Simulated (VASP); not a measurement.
Set up this calculation in VASP 6.6.1, as the native input.

```
Task                   : single point
Functional             : LDA
Potentials or basis    : VASP PAW LDA potentials, release 64 (Ge_d)
Cutoff                 : 520 eV
k mesh                 : 4 × 4 × 4
Occupations            : fermi-dirac, width 0.05 eV
Spin                   : no spin polarisation
Dipole correction      : no
Further INCAR settings : ALGO = Normal; EDIFF = 1e-06; NBANDS = 58
```

The structure of Ge lies in POSCAR:

```
Ge
1.0
    0.0000000000      5.6578200000      5.6578200000
    5.6578200000      0.0000000000      5.6578200000
    2.8289100000      2.8289100000      0.0000000000
Ge
7
Direct
    0.1127041864      0.1141303541      0.2731652827
   -0.0070383999      0.4956921570      0.0113464196
    0.1299824844      0.6086684447      0.2613492476
    0.5159540247      0.0185124306     -0.0344666320
    0.7107854262      0.1022142804      0.1870002934
    0.5129220265      0.4883892559     -0.0013112824
    0.6184402296      0.6411429667      0.2404168036
```

One way to write it, as run:

INCAR

```
PREC = Accurate
ENCUT = 520
EDIFF = 1E-6
ISMEAR = -1
SIGMA = 0.05
LREAL = False
LASPH = True
NELM = 100
ALGO = Normal
ISIF = 2
LWAVE = False
LCHARG = False
GGA = CA
NBANDS = 58
```

KPOINTS

```
regular mesh
0
Gamma
  4 4 4
```

Potentials or basis: VASP PAW LDA potentials, release 64 (Ge_d).

Launch:

```console
$ cat potpaw_LDA.64/Ge_d/POTCAR > POTCAR
$ mpirun -np 1 vasp_std > vasp.out
```

Results of the run:

```
Pressure               : -5.1 GPa
Largest force          : 0.452 eV/Å
Band gap on the k mesh : zero (bands 49 and 50 overlap by 1.43 eV)
```

Caveat: the k points lie up to 0.39 Å⁻¹ apart, too coarse for converged energies and pressures of a metal.

Wall time 10 min on 1 thread of Oxide Virtual Turin-like Processor, with other jobs on the host, peak memory 0.34 GiB.
